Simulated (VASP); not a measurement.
Here is a VASP 6.6.1 calculation.

INCAR

```
SYSTEM = SnO
PREC = Accurate
ENCUT = 520
EDIFF = 1E-6
ISMEAR = 0
SIGMA = 0.05
LREAL = .False.
LASPH = .True.
NELM = 60
ALGO = Normal
ISIF = 2
LWAVE = .False.
LCHARG = .True.
GGA = PS
LELF = .True.
LVHAR = .True.
NBANDS = 50
```

Contents of KPOINTS:

```
Automatic mesh
0
Gamma
  7 8 3
  0 0 0
```

Contents of POSCAR:

```
SnO
1.0
    0.0000000000      0.0000000000     -3.8941645687
   -3.3156086772      0.0000000000      0.0000000000
    0.0000000000     11.9100010796      0.0000000000
Sn O
4 4
Direct
    0.4738257379      0.0000000000      0.8305005267
    0.4738257379      0.0000000000      0.3514912889
    0.9738257379      0.5000000000      0.1275179490
    0.9738257379      0.5000000000      0.6065271868
    0.2761732621      0.0000000000      0.1845893855
    0.2761732621      0.0000000000      0.6635986234
    0.7761732621      0.5000000000      0.7734290901
    0.7761732621      0.5000000000      0.2944198523
```

Potentials or basis: VASP PAW PBE potentials, release 64 (Sn_d, O).

Run with:

```console
$ cat potpaw_PBE.64/Sn_d/POTCAR potpaw_PBE.64/O/POTCAR > POTCAR
$ mpirun -np 1 vasp_std > vasp.out
```

**Question.** Predict the pressure.

**Answer.** 0.1 GPa.

**Question.** Estimate the largest force.

**Answer.** 0.139 eV/Å.

Stress tensor (GPa, compression positive):
```
 0.40  0.00  0.00
 0.00 -0.26  0.00
 0.00  0.00  0.02
```

Caveat: the cell differs from its parent crystal (the distance across one plane changed); the PAW data sets were made with another functional, which shifts forces and pressure a little.
